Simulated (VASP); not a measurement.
A run of VASP 6.6.1 is set up as follows.

File INCAR:

```
PREC = Accurate ; ENCUT = 520
EDIFF = 1E-6 ; ISMEAR = 0
SIGMA = 0.05 ; LREAL = F
LASPH = T ; NELM = 100
ALGO = Normal ; ISIF = 2
LWAVE = F ; LCHARG = F
GGA = CA ; NBANDS = 28
```

File KPOINTS:

```
regular mesh
0
Gamma
  4 4 4
```

File POSCAR:

```
RbCaBr3
1.0
    5.7366900000      0.0000000000      0.0000000000
    0.0000000000      5.7366900000      0.0000000000
    0.0000000000      0.0000000000      5.5645893000
Rb Ca Br
1 1 3
Direct
    0.5000000000      0.5000000000      0.5000000000
    0.0000000000      0.0000000000      0.0000000000
    0.5000000000      0.0000000000      0.0000000000
    0.0000000000      0.5000000000      0.0000000000
    0.0000000000      0.0000000000      0.5000000000
```

Potentials or basis: VASP PAW LDA potentials, release 64 (Rb_sv, Ca_sv, Br).

The run is started by

```bash
$ cat potpaw_LDA.64/Rb_sv/POTCAR potpaw_LDA.64/Ca_sv/POTCAR potpaw_LDA.64/Br/POTCAR > POTCAR
$ mpirun -np 1 vasp_std > vasp.out
```

**Question.** What does it give for the band gap on the k mesh?

**Answer.** 3.72 eV, indirect (least direct gap 4.03 eV).

**Question.** What does it give for the pressure?

**Answer.** -1.9 GPa.

Stress tensor (GPa, compression positive):
```
-2.25  0.00  0.00
 0.00 -2.25  0.00
 0.00  0.00 -1.11
```

Caveat: the cell differs from its parent crystal (strain +0.000 along x and y, -0.030 along z). A k mesh can miss the band edges.
